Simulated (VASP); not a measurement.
# AlGa3N4 (Cmmm) in VASP: single point with r2SCAN+rVV10

Aim: the single point of AlGa3N4 with r2SCAN+rVV10.

All numbers are computed with VASP 6.6.1; they aren't measurements. Logs are shortened: lines on timing, memory, paths and dates and some standing lists are left out, and cuts for length are marked.

### 1 The cell of the first run

The structure is orthorhombic, space group Cmmm (No. 65). Conventional cell: a = 5.894 Å, b = 8.337 Å, c = 2.947 Å, α = 90.00°, β = 90.00°, γ = 90.00°. Within 2.7 Å of Al (site symmetry mmm) lie 6 N at 2.06 Å. Ga (site symmetry 2/m) has 6 N at 2.08 Å within 2.8 Å. Within 2.8 Å of Ga (site symmetry mmm) lie 6 N at 2.11 Å. N (site symmetry m2m) has 1 Al at 2.06 Å and 5 Ga at 2.08 to 2.11 Å within 2.7 Å. Within 2.7 Å of N (site symmetry 2mm) lie 2 Al at 2.06 Å and 4 Ga at 2.08 to 2.11 Å.

### 2 Single point, r2SCAN+rVV10

File POSCAR:

```
AlGa3N4
1.0
    2.9471827219     -4.1684861889      0.0000000000
    2.9471827219      4.1684861889      0.0000000000
    0.0000000000      0.0000000000      2.9467715745
Al Ga N
1 3 4
Direct
    0.5000000000      0.5000000000      0.0000000000
    0.0000000000      0.5000000000      0.5000000000
    0.5000000000      0.0000000000      0.5000000000
    0.0000000000      0.0000000000      0.0000000000
    0.2534234198      0.7465765802      0.0000000000
    0.7432188943      0.7432188943      0.5000000000
    0.2567811057      0.2567811057      0.5000000000
    0.7465765802      0.2534234198      0.0000000000
```

File INCAR.step1:

```
SYSTEM = AlGa3N4
PREC     = Accurate       ! precision mode
ENCUT    = 520            ! plane-wave cutoff, eV
ISMEAR   = -1             ! smearing method
SIGMA    = 0.03           ! smearing width, eV
LREAL    = .FALSE.        ! projectors in reciprocal space
LASPH    = .TRUE.         ! aspherical terms in the spheres
NELM     = 60             ! most SCF steps
NBANDS   = 41             ! bands
GGA      = PE             ! functional
ALGO     = Normal         ! electronic algorithm
EDIFF    = 1E-4           ! SCF threshold, eV
LWAVE    = .TRUE.         ! write WAVECAR
LCHARG   = .FALSE.        ! write CHGCAR
```

File INCAR.step2:

```
SYSTEM = AlGa3N4
PREC     = Accurate       ! precision mode
ENCUT    = 520            ! plane-wave cutoff, eV
EDIFF    = 1E-6           ! SCF threshold, eV
ISMEAR   = -1             ! smearing method
SIGMA    = 0.03           ! smearing width, eV
LREAL    = .FALSE.        ! projectors in reciprocal space
LASPH    = .TRUE.         ! aspherical terms in the spheres
NELM     = 60             ! most SCF steps
ALGO     = Normal         ! electronic algorithm
ISIF     = 2              ! what is computed and relaxed
LWAVE    = .FALSE.        ! write WAVECAR
LCHARG   = .FALSE.        ! write CHGCAR
METAGGA  = R2SCAN         ! meta-GGA
LMIXTAU  = .TRUE.       
LUSE_VDW = .TRUE.       
IVDW_NL  = 2            
BPARAM   = 11.95        
CPARAM   = 0.0093       
NBANDS   = 41             ! bands
ISTART   = 1
```

File KPOINTS:

```
Automatic mesh
0
G
  6 6 10
  0 0 0
```

Potentials or basis: VASP PAW PBE potentials, release 64 (Al, Ga_d, N).

The run is started by

```sh
cat potpaw_PBE.64/Al/POTCAR potpaw_PBE.64/Ga_d/POTCAR potpaw_PBE.64/N/POTCAR > POTCAR
cp INCAR.step1 INCAR
mpirun -np 1 vasp_std > vasp.out
cp INCAR.step2 INCAR
mpirun -np 1 vasp_std > vasp.out
```

OUTCAR:

```text
SYSTEM = AlGa3N4
   PREC = Accurate
   ENCUT = 520
   EDIFF = 1E-6
   ISMEAR = -1
   LREAL = .FALSE.
   LASPH = .TRUE.
   NELM = 60
   ISIF = 2
   METAGGA = R2SCAN
   IVDW_NL = 2
   BPARAM = 11.95
   ISTART = 1

 ion  position               nearest neighbor table
   1  0.500  0.500  0.000-   5 2.06   8 2.06   7 2.06   6 2.06   6 2.06   7 2.06   4 2.95   4 2.95
                             3 2.95   3 2.95   2 2.95   3 2.95   3 2.95   2 2.95   2 2.95   2 2.95
   2  0.000  0.500  0.500-   5 2.08   8 2.08   5 2.08   8 2.08   7 2.08   6 2.08   1 2.95   1 2.95
                             1 2.95   1 2.95
   3  0.500  0.000  0.500-   5 2.08   8 2.08   5 2.08   8 2.08   7 2.08   6 2.08   1 2.95   1 2.95
                             1 2.95   1 2.95
   4  0.000  0.000  0.000-   6 2.11   7 2.11   6 2.11   7 2.11   5 2.11   8 2.11   1 2.95   1 2.95

   5  0.253  0.747  0.000-   1 2.06   2 2.08   3 2.08   2 2.08   3 2.08   4 2.11
   6  0.743  0.743  0.500-   1 2.06   1 2.06   3 2.08   2 2.08   4 2.11   4 2.11
   7  0.257  0.257  0.500-   1 2.06   1 2.06   3 2.08   2 2.08   4 2.11   4 2.11
   8  0.747  0.253  0.000-   1 2.06   2 2.08   3 2.08   2 2.08   3 2.08   4 2.11

  LATTYP: Found a base centered orthorhombic cell.
 ALAT       =     5.8943654438
 B/A-ratio  =     1.4143969283
 C/A-ratio  =     0.4999302474

  Lattice vectors:

 A1 = (   2.9471827219,  -4.1684861889,   0.0000000000)
 A2 = (   2.9471827219,   4.1684861889,   0.0000000000)
 A3 = (   0.0000000000,   0.0000000000,   2.9467715745)

Analysis of symmetry for initial positions (statically):
=====================================================================
 Subroutine PRICEL returns:
 Original cell was already a primitive cell.

 Routine SETGRP: Setting up the symmetry group for a
 base centered orthorhombic supercell.

 Subroutine GETGRP returns: Found  8 space group operations
 (whereof  8 operations were pure point group operations)
 out of a pool of  8 trial point group operations.

The static configuration has the point symmetry D_2h.

Analysis of symmetry for dynamics (positions and initial velocities):
=====================================================================
 Subroutine PRICEL returns:
 Original cell was already a primitive cell.

 Routine SETGRP: Setting up the symmetry group for a
 base centered orthorhombic supercell.

 Subroutine GETGRP returns: Found  8 space group operations
 (whereof  8 operations were pure point group operations)
 out of a pool of  8 trial point group operations.
[... 119 lines left out ...]
   ISIF   =      2    stress and relaxation
   ISYM   =      2    0-nonsym 1-usesym 2-fastsym
   POTIM  = 0.5000    time-step for ionic-motion
   TEBEG  =    0.0;   TEEND  =   0.0 temperature during run
   PSTRESS=    0.0 pullay stress
   NELECT =      62.0000    total number of electrons
   NUPDOWN=      -1.0000    fix difference up-down
   EMIN   =  10.00;   EMAX   =-10.00  energy-range for DOS
   EFERMI =   0.00;   METHOD = LEGACY
   ISMEAR =    -1;   SIGMA  =   0.03  broadening in eV -4-tet -1-fermi 0-gaus
   EFERMI_NEDOS =   21; number of points for ismear=-14 and -15
   IALGO  =     38    algorithm
   IMIX   =      4    mixing-type and parameters
     AMIX     =   0.40;   BMIX     =  1.00
     AMIX_MAG =   1.60;   BMIX_MAG =  1.00
  volume/ion in A,a.u.               =       9.05        61.08
  Fermi-wavevector in a.u.,A,eV,Ry     =   1.554598  2.937764 32.882218  2.416775
  Thomas-Fermi vector in A             =   2.658661
   LORBIT       =      0    0 simple, 1 ext, 2 COOP (PROOUT), +10 PAW based schemes
   METAGGA = R2SCAN    functional components
   LHFCALC =     F    Hartree Fock is set to
   AEXX    =    0.0000 exact exchange contribution
   IVDW_NL    =     2    kernel type
   BPARAM     =11.9500
   IVDW    =     0    specifies the selected vdW correction
   LEPSILON=     F    determine dielectric tensor
   LRPA    =     F    only Hartree local field effects (RPA)
 non-spin polarized calculation
  energy-cutoff  :      520.00
  volume of cell :       72.40
 maximum number of plane-waves:      1973
 NGX is ok and might be reduce to    40
   NGX = 19   NGY = 19   NGZ = 11

 number of electron      62.0000003 magnetization

 Free energy of the ion-electron system (eV)
  ---------------------------------------------------
  ext. energy  EPLUGINS =         0.00000000
  ---------------------------------------------------
  free energy    TOTEN  =       -80.17868434 eV

  energy without entropy =      -80.17868434  energy(sigma->0) =      -80.17868434

 E-fermi :   8.9165     XC(G=0): -13.9741

 val. band max:        8.2267937707   @ k =   0.0000   0.0000   0.3000
 cond. band min:       9.7598683186   @ k =   0.5000   0.5000   0.5000
 fundamental gap:      1.5330745479
 Fermi energy:         8.9164806128

 k-point     1 :       0.0000    0.0000    0.0000
  band No.  band energies     occupation
      1      -9.9856      2.00000
      2      -7.9546      2.00000
      3      -6.8348      2.00000
      4      -6.7967      2.00000
      5      -6.2660      2.00000
      6      -6.2011      2.00000
[... 1045 lines left out ...]
     40      18.6412      0.00000
     41      19.0471      0.00000

 [... further k-points ...]

------------------------ aborting loop because EDIFF is reached ----------------------------------------

  FORCE on cell =-STRESS in cart. coord.  units (eV):
  Direction    XX          YY          ZZ          XY          YZ          ZX
  --------------------------------------------------------------------------------------
  -------------------------------------------------------------------------------------
  Total        0.4563266      0.3915033      0.3512130      0.0000000      0.0000000      0.0000000
  in kB       10.0977458      8.6633148      7.7717585      0.0000000      0.0000000      0.0000000
  external PRESSURE =       8.8442730 kB  Pullay stress =       0.0000000 kB

 VOLUME and BASIS-vectors are now :
 -----------------------------------------------------------------------------
  energy-cutoff  :      520.00
  volume of cell :       72.40
      direct lattice vectors                 reciprocal lattice vectors
     2.947182722 -4.168486189  0.000000000     0.169653546 -0.119947621  0.000000000
     2.947182722  4.168486189  0.000000000     0.169653546  0.119947621  0.000000000
     0.000000000  0.000000000  2.946771575     0.000000000  0.000000000  0.339354434

 POSITION                                       TOTAL-FORCE (eV/Angst)
 -----------------------------------------------------------------------------------
      2.94718      0.00000      0.00000         0.000000      0.000000     -0.000000
      1.47359      2.08424      1.47339         0.000000      0.000000     -0.000000
      1.47359     -2.08424      1.47339         0.000000     -0.000000     -0.000000
      0.00000      0.00000      0.00000         0.000000      0.000000     -0.000000
      2.94718      2.05570      0.00000         0.000000     -0.040915      0.000000
      4.38080      0.00000      1.47339        -0.060797      0.000000     -0.000000
      1.51356      0.00000      1.47339         0.060797      0.000000     -0.000000
      2.94718     -2.05570      0.00000         0.000000      0.040915     -0.000000
 -----------------------------------------------------------------------------------
    total drift:                               -0.000000     -0.000000     -0.000000

  FREE ENERGIE OF THE ION-ELECTRON SYSTEM (eV)
  ---------------------------------------------------
  free  energy   TOTEN  =       -80.1786843436 eV

  energy  without entropy=      -80.1786843436  energy(sigma->0) =      -80.17868434
```

OSZICAR.step1:

```text
N       E                     dE             d eps       ncg     rms          rms(c)
DAV:   1     0.599179996846E+03    0.59918E+03   -0.28191E+04  7646   0.274E+03
DAV:   2     0.534655883694E+02   -0.54571E+03   -0.50760E+03  6676   0.622E+02
DAV:   3    -0.484276342928E+02   -0.10189E+03   -0.98261E+02  7176   0.192E+02
DAV:   4    -0.551966580570E+02   -0.67690E+01   -0.67025E+01  8700   0.518E+01
DAV:   5    -0.553738943083E+02   -0.17724E+00   -0.17694E+00  8079   0.837E+00    0.149E+01
DAV:   6    -0.477351163175E+02    0.76388E+01   -0.21293E+01 11133   0.605E+01    0.416E+00
DAV:   7    -0.479398615429E+02   -0.20475E+00   -0.37609E+00  7745   0.117E+01    0.356E+00
DAV:   8    -0.479009138237E+02    0.38948E-01   -0.34513E-01  8982   0.103E+01    0.957E-01
DAV:   9    -0.478862489185E+02    0.14665E-01   -0.61757E-02 10328   0.552E+00    0.404E-01
DAV:  10    -0.478856593012E+02    0.58962E-03   -0.13638E-02  9358   0.109E+00    0.161E-01
DAV:  11    -0.478857754568E+02   -0.11616E-03   -0.15667E-03 10670   0.441E-01    0.445E-02
DAV:  12    -0.478858042436E+02   -0.28787E-04   -0.28728E-04  6590   0.137E-01
   1 F= -.47885804E+02 E0= -.47885804E+02  d E =-.111553E-08
```

Wall time 14 min (1 thread of Intel Xeon Platinum 8259CL at 2.50GHz (Skylake/Cascade Lake), shared host); peak memory 0.48 GiB.

Results:

```
Free energy            : -80.1787 eV
Pressure               : 0.9 GPa
Largest force          : 0.061 eV/Å
Band gap on the k mesh : 1.53 eV (least direct gap 1.56 eV)
```

Forces in eV/Å, atoms in the order of the input:
```
Al   0.000  0.000  0.000
Ga   0.000  0.000  0.000
Ga   0.000  0.000  0.000
Ga   0.000  0.000  0.000
N    0.000 -0.041  0.000
N   -0.061  0.000  0.000
N    0.061  0.000  0.000
N    0.000  0.041  0.000
```

Levels at points of the mesh, in eV from the valence-band top:
| k point | band 28 | band 29 | band 30 | band 31 | band 32 | band 33 | band 34 | band 35 |
| --- | --- | --- | --- | --- | --- | --- | --- | --- |
| (0.00, 0.00, 0.00) | -0.36 | -0.36 | -0.09 | -0.02 | 2.02 | 3.85 | 5.74 | 5.82 |
| (0.50, 0.00, 0.00) | -0.55 | -0.51 | -0.20 | -0.20 | 5.00 | 5.36 | 6.09 | 6.53 |
| (0.50, 0.50, 0.00) | -1.69 | -1.68 | -0.84 | -0.21 | 5.77 | 5.80 | 7.69 | 7.83 |
| (0.00, 0.00, 0.50) | -4.02 | -3.74 | -0.76 | -0.21 | 6.05 | 6.21 | 7.59 | 7.87 |
| (0.50, 0.00, 0.50) | -2.08 | -1.83 | -1.79 | -1.76 | 4.74 | 4.89 | 5.11 | 6.72 |
| (0.50, 0.50, 0.50) | -0.65 | -0.55 | -0.10 | -0.03 | 1.53 | 2.72 | 5.75 | 5.76 |

Caveat: the PAW data sets were made with another functional, which shifts forces and pressure a little. A k mesh can miss the band edges.
